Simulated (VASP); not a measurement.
# CO2 (Pa-3) in VASP: settings compared

CO2 is run at these levels: PBE, r2SCAN; tasks: electric field gradients.

All numbers are computed with VASP 6.6.1; they aren't measurements. Logs are shortened: lines on timing, memory, paths and dates and some standing lists are left out, and cuts for length are marked.

### Step 1. The cell of the first run

The structure is cubic, space group Pa-3 (No. 205). Conventional cell: a = 5.624 Å, b = 5.624 Å, c = 5.624 Å, α = 90.00°, β = 90.00°, γ = 90.00°. Within 1.6 Å of C (site symmetry -3) lie 2 O at 1.15 Å. Within 1.6 Å of O (site symmetry 3) lie 1 C at 1.15 Å.

### Step 2. Electric field gradients, PBE

The input, INCAR:

```
PREC     = Accurate       # precision mode
ENCUT    = 520            # plane-wave cutoff, eV
EDIFF    = 1E-8           # SCF threshold, eV
ISMEAR   = -1             # smearing method
SIGMA    = 0.02           # smearing width, eV
LREAL    = False          # projectors in reciprocal space
LASPH    = True           # aspherical terms in the spheres
NELM     = 60             # most SCF steps
ALGO     = Normal         # electronic algorithm
ISIF     = 2              # what is computed and relaxed
LWAVE    = False          # write WAVECAR
LCHARG   = False          # write CHGCAR
GGA      = PE             # functional
LEFG     = True         
NBANDS   = 44             # bands
```

The input, KPOINTS:

```
Automatic mesh
0
Gamma
  4 4 4
```

The input, POSCAR:

```
CO2
1.0
    5.6240000000      0.0000000000      0.0000000000
    0.0000000000      5.6240000000      0.0000000000
    0.0000000000      0.0000000000      5.6240000000
C O
4 8
Direct
    0.0000000000      0.0000000000      0.0000000000
    0.5000000000      0.0000000000      0.5000000000
    0.5000000000      0.5000000000      0.0000000000
    0.0000000000      0.5000000000      0.5000000000
    0.1185000000      0.1185000000      0.1185000000
    0.3815000000      0.8815000000      0.6185000000
    0.6185000000      0.3815000000      0.8815000000
    0.8815000000      0.6185000000      0.3815000000
    0.8815000000      0.8815000000      0.8815000000
    0.6185000000      0.1185000000      0.3815000000
    0.3815000000      0.6185000000      0.1185000000
    0.1185000000      0.3815000000      0.6185000000
```

Potentials or basis: VASP PAW PBE potentials, release 64 (C, O).

The run is started by

```bash
$ cat potpaw_PBE.64/C/POTCAR potpaw_PBE.64/O/POTCAR > POTCAR
$ mpirun -np 1 vasp_std > vasp.out
```

OUTCAR:

```text
PREC = Accurate
   ENCUT = 520
   EDIFF = 1E-8
   ISMEAR = -1
   LREAL = False
   LASPH = True
   NELM = 60
   ISIF = 2
   GGA = PE

 ion  position               nearest neighbor table
   1  0.000  0.000  0.000-   5 1.15   9 1.15
   2  0.500  0.000  0.500-   6 1.15  10 1.15
   3  0.500  0.500  0.000-   7 1.15  11 1.15
   4  0.000  0.500  0.500-   8 1.15  12 1.15
   5  0.118  0.118  0.118-   1 1.15
   6  0.382  0.882  0.618-   2 1.15
   7  0.618  0.382  0.882-   3 1.15
   8  0.882  0.618  0.382-   4 1.15
   9  0.882  0.882  0.882-   1 1.15
  10  0.618  0.118  0.382-   2 1.15
  11  0.382  0.618  0.118-   3 1.15
  12  0.118  0.382  0.618-   4 1.15

  LATTYP: Found a simple cubic cell.
 ALAT       =     5.6240000000

  Lattice vectors:

 A1 = (   5.6240000000,   0.0000000000,   0.0000000000)
 A2 = (   0.0000000000,   5.6240000000,   0.0000000000)
 A3 = (   0.0000000000,   0.0000000000,   5.6240000000)

Analysis of symmetry for initial positions (statically):
=====================================================================
 Subroutine PRICEL returns:
 Original cell was already a primitive cell.

 Routine SETGRP: Setting up the symmetry group for a
 simple cubic supercell.

 Subroutine GETGRP returns: Found 24 space group operations
 (whereof  6 operations were pure point group operations)
 out of a pool of 48 trial point group operations.

The static configuration has the point symmetry S_6 .
 The point group associated with its full space group is T_h .

Analysis of symmetry for dynamics (positions and initial velocities):
=====================================================================
 Subroutine PRICEL returns:
 Original cell was already a primitive cell.

 Routine SETGRP: Setting up the symmetry group for a
 simple cubic supercell.

 Subroutine GETGRP returns: Found 24 space group operations
 (whereof  6 operations were pure point group operations)
 out of a pool of 48 trial point group operations.

The dynamic configuration has the point symmetry S_6 .
 The point group associated with its full space group is T_h .

 Subroutine INISYM returns: Found 24 space group operations
 (whereof  6 operations are pure point group operations),
 and found     1 'primitive' translations

----------------------------------------------------------------------------------------

                                     Primitive cell

  volume of cell :     177.8836

  direct lattice vectors                    reciprocal lattice vectors
     5.624000000  0.000000000  0.000000000     0.177809388  0.000000000  0.000000000
     0.000000000  5.624000000  0.000000000     0.000000000  0.177809388  0.000000000
     0.000000000  0.000000000  5.624000000     0.000000000  0.000000000  0.177809388

  length of vectors
     5.624000000  5.624000000  5.624000000     0.177809388  0.177809388  0.177809388

  position of ions in fractional coordinates (direct lattice)
     0.000000000  0.000000000  0.000000000
     0.500000000  0.000000000  0.500000000
     0.500000000  0.500000000  0.000000000
     0.000000000  0.500000000  0.500000000
     0.118500000  0.118500000  0.118500000
     0.381500000  0.881500000  0.618500000
     0.618500000  0.381500000  0.881500000
     0.881500000  0.618500000  0.381500000
     0.881500000  0.881500000  0.881500000
     0.618500000  0.118500000  0.381500000
     0.381500000  0.618500000  0.118500000
     0.118500000  0.381500000  0.618500000

  ion indices of the primitive-cell ions
   primitive index   ion index
                 1           1
                 2           2
                 3           3
                 4           4
                 5           5
                 6           6
                 7           7
                 8           8
                 9           9
                10          10
                11          11
                12          12

----------------------------------------------------------------------------------------

 KPOINTS: Automatic mesh

Automatic generation of k-mesh.
 Grid dimensions read from file:
 generate k-points for:    4    4    4

 Generating k-lattice:

[... 46 lines left out ...]
   NELM   =     60;   NELMIN=  2; NELMDL= -5     # of ELM steps
   EDIFF  = 0.1E-07   stopping-criterion for ELM
   LREAL  =      F    real-space projection
   EDIFFG = 0.1E-06   stopping-criterion for IOM
   NSW    =      0    number of steps for IOM
   IBRION =     -1    ionic relax: 0-MD 1-quasi-New 2-CG
   NFREE  =      0    steps in history (QN), initial steepest desc. (CG)
   ISIF   =      2    stress and relaxation
   ISYM   =      2    0-nonsym 1-usesym 2-fastsym
   POTIM  = 0.5000    time-step for ionic-motion
   TEBEG  =    0.0;   TEEND  =   0.0 temperature during run
   PSTRESS=    0.0 pullay stress
   NELECT =      64.0000    total number of electrons
   NUPDOWN=      -1.0000    fix difference up-down
   EMIN   =  10.00;   EMAX   =-10.00  energy-range for DOS
   EFERMI =   0.00;   METHOD = LEGACY
   ISMEAR =    -1;   SIGMA  =   0.02  broadening in eV -4-tet -1-fermi 0-gaus
   EFERMI_NEDOS =   21; number of points for ismear=-14 and -15
   IALGO  =     38    algorithm
   IMIX   =      4    mixing-type and parameters
     AMIX     =   0.40;   BMIX     =  1.00
     AMIX_MAG =   1.60;   BMIX_MAG =  1.00
  volume/ion in A,a.u.               =      14.82       100.03
  Fermi-wavevector in a.u.,A,eV,Ry     =   1.164366  2.200333 18.446073  1.355748
  Thomas-Fermi vector in A             =   2.300905
   LORBIT       =      0    0 simple, 1 ext, 2 COOP (PROOUT), +10 PAW based schemes
   GGA     = PE    functional components
   LHFCALC =     F    Hartree Fock is set to
   AEXX    =    0.0000 exact exchange contribution
   IVDW    =     0    specifies the selected vdW correction
   LEPSILON=     F    determine dielectric tensor
   LRPA    =     F    only Hartree local field effects (RPA)
 non-spin polarized calculation
  energy-cutoff  :      520.00
  volume of cell :      177.88
 maximum number of plane-waves:      4828
 NGX is ok and might be reduce to    42
   NGX = 21   NGY = 21   NGZ = 21

 number of electron      63.9999948 magnetization

 Free energy of the ion-electron system (eV)
  ---------------------------------------------------
  ext. energy  EPLUGINS =         0.00000000
  ---------------------------------------------------
  free energy    TOTEN  =       -91.97083583 eV

  energy without entropy =      -91.97083583  energy(sigma->0) =      -91.97083583

 E-fermi :  -3.2294     XC(G=0):  -7.8096

 val. band max:       -3.7177777254   @ k =   0.0000   0.0000   0.0000
 cond. band min:       3.1781413910   @ k =   0.0000   0.0000   0.0000
 fundamental gap:      6.8959191165
 Fermi energy:        -3.2293904751

 k-point     1 :       0.0000    0.0000    0.0000
  band No.  band energies     occupation
      1     -24.4500      2.00000
      2     -24.2568      2.00000
      3     -24.2568      2.00000
      4     -24.2568      2.00000
      5     -23.3245      2.00000
      6     -23.3245      2.00000
[... 506 lines left out ...]
     43       6.0953      0.00000
     44       6.0953      0.00000

------------------------ aborting loop because EDIFF is reached ----------------------------------------

  FORCE on cell =-STRESS in cart. coord.  units (eV):
  Direction    XX          YY          ZZ          XY          YZ          ZX
  --------------------------------------------------------------------------------------
  -------------------------------------------------------------------------------------
  Total        7.9037820      7.9037820      7.9037820     -0.0000000     -0.0000000     -0.0000000
  in kB       71.1884605     71.1884605     71.1884605     -0.0000000     -0.0000000     -0.0000000
  external PRESSURE =      71.1884605 kB  Pullay stress =       0.0000000 kB

 VOLUME and BASIS-vectors are now :
 -----------------------------------------------------------------------------
  energy-cutoff  :      520.00
  volume of cell :      177.88
      direct lattice vectors                 reciprocal lattice vectors
     5.624000000  0.000000000  0.000000000     0.177809388  0.000000000  0.000000000
     0.000000000  5.624000000  0.000000000     0.000000000  0.177809388  0.000000000
     0.000000000  0.000000000  5.624000000     0.000000000  0.000000000  0.177809388

 POSITION                                       TOTAL-FORCE (eV/Angst)
 -----------------------------------------------------------------------------------
      0.00000      0.00000      0.00000         0.000000     -0.000000      0.000000
      2.81200      0.00000      2.81200         0.000000     -0.000000      0.000000
      2.81200      2.81200      0.00000         0.000000     -0.000000      0.000000
      0.00000      2.81200      2.81200         0.000000     -0.000000      0.000000
      0.66644      0.66644      0.66644         1.291763      1.291763      1.291763
      2.14556      4.95756      3.47844        -1.291763     -1.291763      1.291763
      3.47844      2.14556      4.95756         1.291763     -1.291763     -1.291763
      4.95756      3.47844      2.14556        -1.291763      1.291763     -1.291763
      4.95756      4.95756      4.95756        -1.291763     -1.291763     -1.291763
      3.47844      0.66644      2.14556         1.291763      1.291763     -1.291763
      2.14556      3.47844      0.66644        -1.291763      1.291763      1.291763
      0.66644      2.14556      3.47844         1.291763     -1.291763      1.291763
 -----------------------------------------------------------------------------------
    total drift:                               -0.000000      0.000000      0.000000

  FREE ENERGIE OF THE ION-ELECTRON SYSTEM (eV)
  ---------------------------------------------------
  free  energy   TOTEN  =       -91.9708358276 eV

  energy  without entropy=      -91.9708358275  energy(sigma->0) =      -91.97083583

 Electric field gradients (V/A^2)
---------------------------------------------------------------------
 ion       V_xx      V_yy      V_zz      V_xy      V_xz      V_yz
---------------------------------------------------------------------
   1      -0.000    -0.000     0.000   -25.450   -25.450   -25.450
   2      -0.000    -0.000     0.000   -25.450    25.450    25.450
   3      -0.000    -0.000     0.000    25.450    25.450   -25.450
   4      -0.000    -0.000     0.000    25.450   -25.450    25.450
   5       0.000     0.000     0.000    30.806    30.806    30.806
   6       0.000    -0.000    -0.000    30.806   -30.806   -30.806
   7       0.000     0.000    -0.000   -30.806   -30.806    30.806
   8       0.000    -0.000    -0.000   -30.806    30.806   -30.806
   9       0.000     0.000    -0.000    30.806    30.806    30.806
  10       0.000    -0.000    -0.000    30.806   -30.806   -30.806
  11       0.000     0.000    -0.000   -30.806   -30.806    30.806
  12       0.000    -0.000    -0.000   -30.806    30.806   -30.806
---------------------------------------------------------------------

 Electric field gradients after diagonalization (V/A^2)
 (convention: |V_zz| > |V_xx| > |V_yy|)
----------------------------------------------------------------------
 ion       V_xx      V_yy      V_zz     asymmetry (V_yy - V_xx)/ V_zz
----------------------------------------------------------------------
   1      25.450    25.450   -50.900       0.000
   2      25.450    25.450   -50.900       0.000
   3      25.450    25.450   -50.900       0.000
   4      25.450    25.450   -50.900       0.000
   5     -30.806   -30.806    61.612       0.000
   6     -30.806   -30.806    61.612       0.000
   7     -30.806   -30.806    61.612       0.000
   8     -30.806   -30.806    61.612       0.000
   9     -30.806   -30.806    61.612       0.000
  10     -30.806   -30.806    61.612       0.000
  11     -30.806   -30.806    61.612       0.000
  12     -30.806   -30.806    61.612       0.000
----------------------------------------------------------------------

           NMR quadrupolar parameters

 Cq : quadrupolar parameter    Cq=e*Q*V_zz/h
 eta: asymmetry parameters     (V_yy - V_xx)/ V_zz
 Q  : nuclear electric quadrupole moment in mb (millibarn)
----------------------------------------------------------------------
 ion       Cq(MHz)       eta       Q (mb)
----------------------------------------------------------------------
   1      -0.123       0.000       1.000
   2      -0.123       0.000       1.000
   3      -0.123       0.000       1.000
   4      -0.123       0.000       1.000
   5       0.149       0.000       1.000
   6       0.149       0.000       1.000
   7       0.149       0.000       1.000
   8       0.149       0.000       1.000
   9       0.149       0.000       1.000
  10       0.149       0.000       1.000
  11       0.149       0.000       1.000
  12       0.149       0.000       1.000
----------------------------------------------------------------------
```

Wall time 1.7 min (1 thread of AMD EPYC 9755, shared host); peak memory 0.23 GiB.

Results:

- Free energy: -91.9708 eV
- Pressure: 7.1 GPa
- Largest force: 2.237 eV/Å
- Band gap on the k mesh: 6.90 eV
- Largest electric field gradient by atom: C -50.9; O +61.6 V/Å²

Forces in eV/Å, atoms in the order of the input:
```
C    0.000  0.000  0.000
C    0.000  0.000  0.000
C    0.000  0.000  0.000
C    0.000  0.000  0.000
O    1.292  1.292  1.292
O   -1.292 -1.292  1.292
O    1.292 -1.292 -1.292
O   -1.292  1.292 -1.292
O   -1.292 -1.292 -1.292
O    1.292  1.292 -1.292
O   -1.292  1.292  1.292
O    1.292 -1.292  1.292
```

Levels at points of the mesh, in eV from the valence-band top:
| k point | band 29 | band 30 | band 31 | band 32 | band 33 | band 34 | band 35 | band 36 |
| --- | --- | --- | --- | --- | --- | --- | --- | --- |
| (0.00, 0.00, 0.00) | -0.19 | -0.19 | 0.00 | 0.00 | 6.90 | 8.29 | 8.29 | 8.29 |
| (0.50, 0.00, 0.00) | -0.28 | -0.28 | -0.07 | -0.07 | 8.21 | 8.21 | 8.33 | 8.33 |
| (0.50, 0.50, 0.00) | -0.26 | -0.26 | -0.26 | -0.26 | 8.20 | 8.20 | 8.20 | 8.20 |
| (0.50, 0.50, 0.50) | -0.30 | -0.30 | -0.30 | -0.30 | 8.22 | 8.22 | 8.22 | 8.22 |

Electric field gradients, principal values (V/Å²):
| atom | least | middle | greatest (by size) |
| --- | --- | --- | --- |
| 1 C | 25.450 | 25.450 | -50.900 |
| 2 C | 25.450 | 25.450 | -50.900 |
| 3 C | 25.450 | 25.450 | -50.900 |
| 4 C | 25.450 | 25.450 | -50.900 |
| 5 O | -30.806 | -30.806 | 61.612 |
| 6 O | -30.806 | -30.806 | 61.612 |
| 7 O | -30.806 | -30.806 | 61.612 |
| 8 O | -30.806 | -30.806 | 61.612 |
| 9 O | -30.806 | -30.806 | 61.612 |
| 10 O | -30.806 | -30.806 | 61.612 |
| 11 O | -30.806 | -30.806 | 61.612 |
| 12 O | -30.806 | -30.806 | 61.612 |

Caveat: the cell stands under pressure; this functional lacks dispersion, which holds the molecules together, so the pressure and a relaxed volume are unreliable; without QUAD_EFG the Cq values of the log hold for a quadrupole moment of 1 mb, not for the nuclei; forces of over 1 eV/Å act on the atoms, so gaps and moduli don't describe the material at rest. A k mesh can miss the band edges.

(Continued in part 2 of 2.)
